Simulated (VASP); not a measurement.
Set up this calculation in VASP 6.6.1, as the native input.

* Task: single point
* Functional: LDA
* Potentials or basis: VASP PAW LDA potentials, release 64 (Te, Mo_sv)
* Cutoff: 520 eV
* k mesh: 12 × 12 × 3
* Occupations: gaussian, width 0.01 eV
* Spin: no spin polarisation
* Dipole correction: no
* Further INCAR settings: ALGO = Normal; EDIFF = 1e-06; NBANDS = 35

The structure of Te2Mo lies in POSCAR:

```
Te2Mo
1.0
    3.5182000000      0.0000000000      0.0000000000
   -1.7591000000      3.0468505756      0.0000000000
    0.0000000000      0.0000000000     13.9736000000
Te Mo
4 2
Direct
    0.3333333333      0.6666666667      0.6210000000
    0.6666666667      0.3333333333      0.1210000000
    0.3333333333      0.6666666667      0.8790000000
    0.6666666667      0.3333333333      0.3790000000
    0.3333333333      0.6666666667      0.2500000000
    0.6666666667      0.3333333333      0.7500000000
```

The input as run:

INCAR

```
ALGO = Normal
EDIFF = 1E-6
ENCUT = 520
GGA = CA
ISIF = 2
ISMEAR = 0
LASPH = T
LCHARG = F
LREAL = F
LWAVE = F
NBANDS = 35
NELM = 80
PREC = Accurate
SIGMA = 0.01
```

KPOINTS

```
k-points
0
Gamma
  12 12 3
```

Potentials or basis: VASP PAW LDA potentials, release 64 (Te, Mo_sv).

Command:

```bash
$ cat potpaw_LDA.64/Te/POTCAR potpaw_LDA.64/Mo_sv/POTCAR > POTCAR
$ mpirun -np 1 vasp_std > vasp.out
```

It gave:

* Pressure: -2.8 GPa
* Largest force: 0.239 eV/Å
* Band gap on the k mesh: 0.72 eV (least direct gap 1.03 eV)

Caveat: semilocal functionals underestimate gaps, and a narrow one can read as zero; spin-orbit coupling is left out, which moves the levels of the heavy elements.

It took 3.2 min on 1 thread of Intel(R) Xeon(R) Platinum 8259CL CPU @ 2.50GHz (Skylake/Cascade Lake) (shared host), peak memory 0.32 GiB.
